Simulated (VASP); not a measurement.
Input of a VASP 6.6.1 run:

The input INCAR:

```
SYSTEM = C
PREC     = Accurate       ! precision mode
ENCUT    = 520            ! plane-wave cutoff, eV
EDIFF    = 1E-7           ! SCF threshold, eV
ISMEAR   = 0              ! smearing method
SIGMA    = 0.05           ! smearing width, eV
LREAL    = .FALSE.        ! projectors in reciprocal space
LASPH    = .TRUE.         ! aspherical terms in the spheres
NELM     = 60             ! most SCF steps
ALGO     = Normal         ! electronic algorithm
ISIF     = 2              ! what is computed and relaxed
LWAVE    = .FALSE.        ! write WAVECAR
LCHARG   = .TRUE.         ! write CHGCAR
GGA      = PE             ! functional
IVDW     = 12             ! dispersion correction
LELF     = .TRUE.         ! ELF
LVHAR    = .TRUE.       
NBANDS   = 11             ! bands
```

KPOINTS

```
regular mesh
0
G
  15 15 15
  0 0 0
```

The input POSCAR:

```
C
1.0
    1.2427282054      0.7174894639      3.3892873547
   -1.2427282054      0.7174894639      3.3892873547
    0.0000000000     -1.4349789278      3.3892873547
C
2
Direct
    0.1703638699      0.1703638699      0.1703638699
    0.8296361301      0.8296361301      0.8296361301
```

Potentials or basis: VASP PAW PBE potentials, release 64 (C).

Run with:

```console
$ cat potpaw_PBE.64/C/POTCAR > POTCAR
$ mpirun -np 1 vasp_std > vasp.out
```

(1) What does it give for the band gap on the k mesh?

(2) What does it give for the largest force?

(3) Estimate the pressure.

## Answers

(1) 0.52 eV, direct.

(2) 1.267 eV/Å.

(3) -6.8 GPa.

Caveat: forces of over 1 eV/Å act on the atoms, so gaps and moduli don't describe the material at rest.
